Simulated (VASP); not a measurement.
# BN (P6_3mc) in VASP: notebook, part 3 of 3

VASP 6.6.1.

## Step 6: Single point, r2SCAN (strain -0.0150 x Voigt [1, 1, 0, 0, 0, 0])

File POSCAR:

```
BN
1.0
    2.5156305077      0.0000000000      0.0000000000
   -1.2578152539      2.1785999262      0.0000000000
    0.0000000000      0.0000000000      4.2268550000
B N
2 2
Direct
    0.6666666667      0.3333333333      0.9997240000
    0.3333333333      0.6666666667      0.4997240000
    0.6666666667      0.3333333333      0.6252760000
    0.3333333333      0.6666666667      0.1252760000
```

File INCAR.step1:

```
SYSTEM = BN
PREC = Accurate ; ENCUT = 910
ISMEAR = 0 ; SIGMA = 0.05
LREAL = .False. ; LASPH = .True.
NELM = 120 ; NBANDS = 16
GGA = PE ; ALGO = Normal
EDIFF = 1E-5 ; LWAVE = .True.
LCHARG = .False. ; GGA_COMPAT = .False.
```

File INCAR.step2:

```
SYSTEM = BN
PREC = Accurate ; ENCUT = 910
EDIFF = 1E-6 ; ISMEAR = 0
SIGMA = 0.05 ; LREAL = .False.
LASPH = .True. ; NELM = 120
ALGO = Normal ; ISIF = 2
LWAVE = .False. ; LCHARG = .False.
METAGGA = R2SCAN ; LMIXTAU = .True.
NBANDS = 16 ; ISTART = 1
GGA_COMPAT = .False.
```

File KPOINTS:

```
regular mesh
0
Gamma
  12 12 6
  0 0 0
```

Potentials or basis: VASP PAW PBE potentials, release 64 (B_h, N_h).

Command:

```
$ cat potpaw_PBE.64/B_h/POTCAR potpaw_PBE.64/N_h/POTCAR > POTCAR
$ cp INCAR.step1 INCAR
$ mpirun -np 1 vasp_std > vasp.out
$ cp INCAR.step2 INCAR
$ mpirun -np 1 vasp_std > vasp.out
```

OUTCAR:

```text
SYSTEM = BN
   PREC = Accurate
   ENCUT = 910
   EDIFF = 1E-6
   ISMEAR = 0
   LREAL = .False.
   LASPH = .True.
   NELM = 120
   ISIF = 2
   METAGGA = R2SCAN
   ISTART = 1

 ion  position               nearest neighbor table
   1  0.667  0.333  1.000-
   2  0.333  0.667  0.500-
   3  0.667  0.333  0.625-
   4  0.333  0.667  0.125-

  LATTYP: Found a hexagonal cell.
 ALAT       =     2.5156305077
 C/A-ratio  =     1.6802368182

  Lattice vectors:

 A1 = (   2.5156305077,   0.0000000000,   0.0000000000)
 A2 = (  -1.2578152539,   2.1785999262,   0.0000000000)
 A3 = (   0.0000000000,   0.0000000000,   4.2268550000)

Analysis of symmetry for initial positions (statically):
=====================================================================
 Subroutine PRICEL returns:
 Original cell was already a primitive cell.

 Routine SETGRP: Setting up the symmetry group for a
 hexagonal supercell.

 Subroutine GETGRP returns: Found 12 space group operations
 (whereof  6 operations were pure point group operations)
 out of a pool of 24 trial point group operations.

The static configuration has the point symmetry C_3v.
 The point group associated with its full space group is C_6v.

Analysis of symmetry for dynamics (positions and initial velocities):
=====================================================================
 Subroutine PRICEL returns:
 Original cell was already a primitive cell.

 Routine SETGRP: Setting up the symmetry group for a
 hexagonal supercell.

 Subroutine GETGRP returns: Found 12 space group operations
 (whereof  6 operations were pure point group operations)
 out of a pool of 24 trial point group operations.

The dynamic configuration has the point symmetry C_3v.
 The point group associated with its full space group is C_6v.

 Subroutine INISYM returns: Found 12 space group operations
 (whereof  6 operations are pure point group operations),
 and found     1 'primitive' translations

----------------------------------------------------------------------------------------

                                     Primitive cell

  volume of cell :      23.1655

  direct lattice vectors                    reciprocal lattice vectors
     2.515630508  0.000000000  0.000000000     0.397514658  0.229505195  0.000000000
    -1.257815254  2.178599926  0.000000000     0.000000000  0.459010389  0.000000000
     0.000000000  0.000000000  4.226855000     0.000000000  0.000000000  0.236582518

  length of vectors
     2.515630508  2.515630508  4.226855000     0.459010389  0.459010389  0.236582518

  position of ions in fractional coordinates (direct lattice)
     0.666666667  0.333333333  0.999724000
     0.333333333  0.666666667  0.499724000
     0.666666667  0.333333333  0.625276000
     0.333333333  0.666666667  0.125276000

  ion indices of the primitive-cell ions
   primitive index   ion index
                 1           1
                 2           2
                 3           3
                 4           4

----------------------------------------------------------------------------------------

 KPOINTS: regular mesh

Automatic generation of k-mesh.
 Grid dimensions read from file:
 generate k-points for:   12   12    6

 Generating k-lattice:

  Cartesian coordinates                     Fractional coordinates (reciprocal lattice)
     0.033126221  0.019125433  0.000000000     0.083333333  0.000000000  0.000000000
     0.000000000  0.038250866  0.000000000     0.000000000  0.083333333  0.000000000
     0.000000000  0.000000000  0.039430420     0.000000000  0.000000000  0.166666667

  Length of vectors
     0.038250866  0.038250866  0.039430420

  Shift w.r.t. Gamma in fractional coordinates (k-lattice)
     0.000000000  0.000000000  0.000000000

 Subroutine IBZKPT returns following result:
 ===========================================

 Found     76 irreducible k-points:

 Following reciprocal coordinates:
            Coordinates               Weight
  0.000000  0.000000  0.000000      1.000000
  0.083333 -0.000000  0.000000      6.000000
  0.166667  0.000000  0.000000      6.000000
  0.250000 -0.000000  0.000000      6.000000
  0.333333 -0.000000  0.000000      6.000000
  0.416667 -0.000000  0.000000      6.000000
[... 16 lines left out ...]
  0.250000 -0.000000  0.166667     12.000000
  0.333333 -0.000000  0.166667     12.000000
 [... further k-points ...]
   k-points           NKPTS =     76   k-points in BZ     NKDIM =     76   number of bands    NBANDS=     16
   number of dos      NEDOS =    301   number of ions     NIONS =      4
   total plane-waves  NPLWV =  32928
   dimension x,y,z NGX =    28 NGY =   28 NGZ =   42
   dimension x,y,z NGXF=    56 NGYF=   56 NGZF=   84
   ions per type =               2   2
   NGX,Y,Z   is equivalent  to a cutoff of  18.50, 18.50, 16.52 a.u.
   NGXF,Y,Z  is equivalent  to a cutoff of  37.01, 37.01, 33.04 a.u.
 SYSTEM =  BN
   PREC   = accura    normal or accurate (medium, high low for compatibility)
   ISTART =      1    job   : 0-new  1-cont  2-samecut
   ICHARG =      0    charge: 1-file 2-atom 10-const
   ISPIN  =      1    spin polarized calculation?
   LNONCOLLINEAR =      F non collinear calculations
   LSORBIT =      F    spin-orbit coupling
   LASPH  =      T    aspherical Exc in radial PAW
   ENCUT  =  910.0 eV  66.88 Ry    8.18 a.u.   6.19  6.19 10.40*2*pi/ulx,y,z
   NELM   =    120;   NELMIN=  2; NELMDL=  0     # of ELM steps
   EDIFF  = 0.1E-05   stopping-criterion for ELM
   LREAL  =      F    real-space projection
[... 7 lines left out ...]
   TEBEG  =    0.0;   TEEND  =   0.0 temperature during run
   PSTRESS=    0.0 pullay stress
   NELECT =      16.0000    total number of electrons
   NUPDOWN=      -1.0000    fix difference up-down
   EMIN   =  10.00;   EMAX   =-10.00  energy-range for DOS
   EFERMI =   0.00;   METHOD = LEGACY
   ISMEAR =     0;   SIGMA  =   0.05  broadening in eV -4-tet -1-fermi 0-gaus
   EFERMI_NEDOS =   21; number of points for ismear=-14 and -15
   IALGO  =     38    algorithm
   IMIX   =      4    mixing-type and parameters
     AMIX     =   0.40;   BMIX     =  1.00
     AMIX_MAG =   1.60;   BMIX_MAG =  1.00
  volume/ion in A,a.u.               =       5.79        39.08
  Fermi-wavevector in a.u.,A,eV,Ry     =   1.447108  2.734638 28.492252  2.094121
  Thomas-Fermi vector in A             =   2.565100
   LORBIT       =      0    0 simple, 1 ext, 2 COOP (PROOUT), +10 PAW based schemes
   METAGGA = R2SCAN    functional components
   LHFCALC =     F    Hartree Fock is set to
   AEXX    =    0.0000 exact exchange contribution
   IVDW    =     0    specifies the selected vdW correction
   LEPSILON=     F    determine dielectric tensor
   LRPA    =     F    only Hartree local field effects (RPA)
 non-spin polarized calculation
 Gauss-broadening in eV      SIGMA  =   0.05
  energy-cutoff  :      910.00
  volume of cell :       23.17
 maximum number of plane-waves:      1472
 NGX is ok and might be reduce to    28
   NGX = 13   NGY = 13   NGZ = 21

 number of electron      16.0000000 magnetization

 Free energy of the ion-electron system (eV)
  ---------------------------------------------------
  ext. energy  EPLUGINS =         0.00000000
  ---------------------------------------------------
  free energy    TOTEN  =       -38.30053318 eV

  energy without entropy =      -38.30053318  energy(sigma->0) =      -38.30053318

 E-fermi :   9.6286     XC(G=0): -13.8535

 val. band max:        9.3865159555   @ k =   0.0000   0.0000   0.0000
 cond. band min:      15.0272101233   @ k =   0.3333   0.3333   0.0000
 fundamental gap:      5.6406941678
 Fermi energy:         9.6286043115

 k-point     1 :       0.0000    0.0000    0.0000
  band No.  band energies     occupation
      1     -12.3327      2.00000
      2      -8.1537      2.00000
      3      -2.1626      2.00000
      4       7.2592      2.00000
      5       7.2592      2.00000
      6       9.0330      2.00000
[... 8 lines left out ...]
     15      22.3251      0.00000
     16      26.8698      0.00000
[... 419 lines left out ...]
 k-point    24 :       0.3333   -0.0000    0.1667
  band No.  band energies     occupation
      1      -9.7421      2.00000
      2      -6.9554      2.00000
      3       0.1057      2.00000
      4       1.5597      2.00000
      5       2.9918      2.00000
      6       4.9247      2.00000
[... 8 lines left out ...]
     15      26.8798      0.00000
     16      27.1275      0.00000

 [... further k-points ...]
[... 5 lines left out ...]
  --------------------------------------------------------------------------------------
  -------------------------------------------------------------------------------------
  Total        1.7502549      1.7502549     -0.5966179     -0.0000000     -0.0000000      0.0000000
  in kB      121.0515046    121.0515046    -41.2634122     -0.0000000     -0.0000000      0.0000000
  external PRESSURE =      66.9465323 kB  Pullay stress =       0.0000000 kB

 VOLUME and BASIS-vectors are now :
 -----------------------------------------------------------------------------
  energy-cutoff  :      910.00
  volume of cell :       23.17
      direct lattice vectors                 reciprocal lattice vectors
     2.515630508  0.000000000  0.000000000     0.397514658  0.229505195  0.000000000
    -1.257815254  2.178599926  0.000000000     0.000000000  0.459010389  0.000000000
     0.000000000  0.000000000  4.226855000     0.000000000  0.000000000  0.236582518

 POSITION                                       TOTAL-FORCE (eV/Angst)
 -----------------------------------------------------------------------------------
      1.25782      0.72620      4.22569        -0.000000      0.000000      0.003875
     -0.00000      1.45240      2.11226         0.000000      0.000000      0.003875
      1.25782      0.72620      2.64295        -0.000000      0.000000     -0.003875
     -0.00000      1.45240      0.52952         0.000000     -0.000000     -0.003875
 -----------------------------------------------------------------------------------
    total drift:                               -0.000000     -0.000000      0.015020

  FREE ENERGIE OF THE ION-ELECTRON SYSTEM (eV)
  ---------------------------------------------------
  free  energy   TOTEN  =       -38.3005331815 eV

  energy  without entropy=      -38.3005331815  energy(sigma->0) =      -38.30053318
```

It took 5.8 min on 1 thread of AMD EPYC 7R43 (Zen 3), shared host; peak memory 0.18 GiB.

What came out:

```yaml
Free_energy: -38.3005 eV
Pressure: 6.7 GPa
Largest_force: 0.004 eV/Å
Band_gap_on_the_k_mesh: 5.64 eV, indirect (least direct gap 8.90 eV)
```

Forces on the atoms (eV/Å):
```
B    0.000  0.000  0.004
B    0.000  0.000  0.004
N    0.000  0.000 -0.004
N    0.000  0.000 -0.004
```

Caveat: the cell differs from its parent crystal (strain -0.0150 x Voigt [1, 1, 0, 0, 0, 0]); the cutoff is under 1.25 times the usual one of these potentials, so pressure, stress and relaxed cells hold a basis-set (Pulay) error; the PAW data sets were made with another functional, which shifts forces and pressure a little.

## Step 7: Summary

```tsv
potentials or basis	cell	cutoff (eV)	second run	gap on the mesh (eV)	pressure (GPa)	largest force (eV/Å)
VASP PAW PBE potentials, release 64 (B, N)	a = 2.605, b = 2.605, c = 4.227 Å, angles 90.0, 90.0, 120.0°, 4 atoms	520	-	5.84	-17.4	0.02
VASP PAW PBE potentials, release 64 (B_h, N_h)	a = 2.503, b = 2.503, c = 4.227 Å, angles 90.0, 90.0, 120.0°, 4 atoms	910	hard_potentials	5.60	11.1	0.01
VASP PAW PBE potentials, release 64 (B_h, N_h)	a = 2.528, b = 2.528, c = 4.227 Å, angles 90.0, 90.0, 120.0°, 4 atoms	910	hard_potentials	5.67	2.5	0.01
VASP PAW PBE potentials, release 64 (B_h, N_h)	a = 2.592, b = 2.592, c = 4.227 Å, angles 90.0, 90.0, 120.0°, 4 atoms	910	hard_potentials	5.82	-15.7	0.02
VASP PAW PBE potentials, release 64 (B_h, N_h)	a = 2.516, b = 2.516, c = 4.227 Å, angles 90.0, 90.0, 120.0°, 4 atoms	910	hard_potentials	5.64	6.7	-
```

Alike in all rows: task single point; level r2SCAN; no spin polarisation; k mesh 12 × 12 × 6; smearing gaussian 0.05 eV.

Caveats: the PAW data sets were made with another functional, which shifts forces and pressure a little; the cutoff is under 1.25 times the usual one of these potentials, so pressure, stress and relaxed cells hold a basis-set (Pulay) error (some runs).

Total energies depend on the potentials used, so only differences within one code and one set of settings carry meaning.
